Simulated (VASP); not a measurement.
Ti2C, 3 atoms in the cell. The structure is trigonal, space group R-3m (No. 166). The conventional cell has a = 2.968 Å, b = 2.968 Å, c = 13.787 Å, α = 90.00°, β = 90.00°, γ = 120.00°. Within 2.7 Å of Ti (site symmetry 3m) lie 3 C at 2.05 Å. C (site symmetry -3m) has 6 Ti at 2.05 Å within 2.7 Å. 

- Program: VASP 6.6.1
- Task: relaxation of shape and atoms at fixed volume
- Functional: PBEsol
- Potentials or basis: VASP PAW PBE potentials, release 64 (Ti_sv, C)
- Cutoff: 600 eV
- k mesh: 18 × 18 × 18
- Occupations: gaussian, width 0.1 eV
- Spin: no spin polarisation
- Dipole correction: no
- Further INCAR settings: ALGO = Normal; EDIFF = 1e-06; IBRION = 2; EDIFFG = -0.01; NSW = 50; ISIF = 4

Potentials or basis: VASP PAW PBE potentials, release 64 (Ti_sv, C).

The run is started by

```console
$ cat potpaw_PBE.64/Ti_sv/POTCAR potpaw_PBE.64/C/POTCAR > POTCAR
$ mpirun -np 1 vasp_std > vasp.out
```

Hardware: 1 thread of AMD EPYC 9R45 96-Core Processor (Zen 5), on a shared host.

**Question.** How long does it take, and how much memory?

**Answer.** Run time: 19 min on 1 thread of AMD EPYC 9R45 96-Core Processor (Zen 5), with other jobs on the host, peak memory 0.55 GiB. Counts: scf iterations 36, k points 580, ion steps 5.
